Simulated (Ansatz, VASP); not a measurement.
**Sc2Al in VASP and in Ansatz**

The input INCAR:

```
  PREC = Accurate
  ENCUT = 520
  EDIFF = 1E-6
  ISMEAR = -1
  SIGMA = 0.3
  LREAL = False
  LASPH = True
  NELM = 60
  ALGO = Fast
  ISIF = 2
  LWAVE = False
  LCHARG = False
  GGA = PS
  NBANDS = 34
```

File KPOINTS:

```
Automatic mesh
0
Gamma
  12 12 6
```

Contents of POSCAR:

```
Sc2Al
1.0
    4.8926114005      0.0000000000      0.0000000000
   -2.4463057002      4.2371257637      0.0000000000
    0.0000000000      0.0000000000      6.1614205700
Sc Al
4 2
Direct
    0.0000000000      0.0000000000      0.0000000000
    0.0000000000      0.0000000000      0.5000000000
    0.3333333333      0.6666666667      0.7500000000
    0.6666666667      0.3333333333      0.2500000000
    0.3333333333      0.6666666667      0.2500000000
    0.6666666667      0.3333333333      0.7500000000
```

Input for Ansatz:

```yaml
crystal:
  lattice:
    - [4.8926114005, 0.0, 0.0]
    - [-2.4463057002, 4.2371257637, 0.0]
    - [0.0, 0.0, 6.16142057]
  atoms:
    - { symbol: Sc, position: [0.0, 0.0, 0.0] }
    - { symbol: Sc, position: [0.0, 0.0, 0.5] }
    - { symbol: Sc, position: [0.3333333333, 0.6666666667, 0.75] }
    - { symbol: Sc, position: [0.6666666667, 0.3333333333, 0.25] }
    - { symbol: Al, position: [0.3333333333, 0.6666666667, 0.25] }
    - { symbol: Al, position: [0.6666666667, 0.3333333333, 0.75] }
basis:
  ecutwfc: 420
kpoints:
  mp_grid: { grid: [12, 12, 6] }
hamiltonian:
  xc: pbesol
scf:
  occupations: { method: fermi_dirac, width: 0.3 }
output:
  forces: true
  stress: true
  eigenvalues: true
```

Alike in both runs: task single point; functional PBEsol; k mesh 12 × 12 × 6; occupations fermi-dirac, width 0.3 eV; no spin polarisation.

|  | VASP | Ansatz |
| --- | --- | --- |
| version | VASP 6.6.1 | Ansatz 0.2.0 |
| potentials or method | VASP PAW PBE potentials, release 64 (Sc_sv, Al), cutoff 520 eV | scalar-relativistic, plane waves, PAW |
| valence electrons in the cell | 50 | 50 |

|  | VASP | Ansatz | Ansatz less VASP |
| --- | --- | --- | --- |
| gap on the k mesh at the Fermi level (eV) | none | none | - |
| pressure (GPa) | -1.4 | -1.4 | -0.08 |
| traceless stress, the component that is largest in VASP (GPa) | -0.57 | -0.54 | +0.022 |

VASP's potentials were made for PBE, not for PBEsol. A gap of «none» marks a metal or a gap that the smearing closes.
